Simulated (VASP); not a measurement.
Input of a VASP 6.6.1 run:

Contents of INCAR:

```
SYSTEM = O
PREC     = Accurate       ! precision mode
ENCUT    = 600            ! plane-wave cutoff, eV
EDIFF    = 1E-6           ! SCF threshold, eV
ISMEAR   = -1             ! smearing method
SIGMA    = 0.05           ! smearing width, eV
LREAL    = .False.        ! projectors in reciprocal space
LASPH    = .True.         ! aspherical terms in the spheres
NELM     = 120            ! most SCF steps
ALGO     = Normal         ! electronic algorithm
ISIF     = 2              ! what is computed and relaxed
LWAVE    = .False.        ! write WAVECAR
LCHARG   = .False.        ! write CHGCAR
GGA      = CA             ! functional
NBANDS   = 9              ! bands
GGA_COMPAT= .False.
```

File KPOINTS:

```
Automatic mesh
0
Gamma
  21 21 21
  0 0 0
```

Contents of POSCAR:

```
O
1.0
    0.0000000000      1.3701078677      1.3701078677
    1.3701078677      0.0000000000      1.3701078677
    1.3701078677      1.3701078677      0.0000000000
O
1
Direct
    0.0000000000      0.0000000000      0.0000000000
```

Potentials or basis: VASP PAW LDA potentials, release 64 (O).

Command:

```bash
$ cat potpaw_LDA.64/O/POTCAR > POTCAR
$ mpirun -np 1 vasp_std > vasp.out
```

**Question.** What does it give for the band gap on the k mesh?

**Answer.** Zero (bands 3 and 4 overlap by 6.50 eV).

**Question.** What does it give for the pressure?

**Answer.** 140.5 GPa.

Caveat: the cell stands under pressure.
